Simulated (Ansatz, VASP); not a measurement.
# Two plane-wave programs on GaN

```xyz
2
Lattice="0.0000 2.0732 2.3436 2.0732 0.0000 2.3436 2.0732 2.0732 0.0000" Properties=species:S:1:pos:R:3 pbc="T T T"
Ga    0.0000    0.0000    0.0000
N     3.1098    3.1098    3.5155
```

Change from the starting cell: strain -0.080 along x and y, +0.040 along z, atoms carried along.

Alike in both runs: task single point; functional r2SCAN; k mesh 10 × 10 × 10; occupations gaussian, width 0.05 eV; no spin polarisation.

```csv
,VASP,Ansatz
version,VASP 6.6.1,Ansatz 0.2.0
potentials or method,"VASP PAW PBE potentials, release 64 (Ga_d, N), cutoff 520 eV","scalar-relativistic, plane waves, PAW"
valence electrons in the cell,18,18
```

|  | VASP | Ansatz | Ansatz less VASP |
| --- | --- | --- | --- |
| gap on the k mesh at the Fermi level (eV) | 2.67 | 2.69 | +0.014 |
| least direct gap on the mesh (eV) | 2.67 | 2.69 | +0.014 |
| pressure (GPa) | 30.9 | 29.4 | -1.59 |
| traceless stress, the component that is largest in VASP (GPa) | -13.40 | -13.60 | -0.203 |

VASP's potentials were made for PBE, not for r2SCAN. Both programs put the cell under a high pressure, so it lies far from rest at this level.
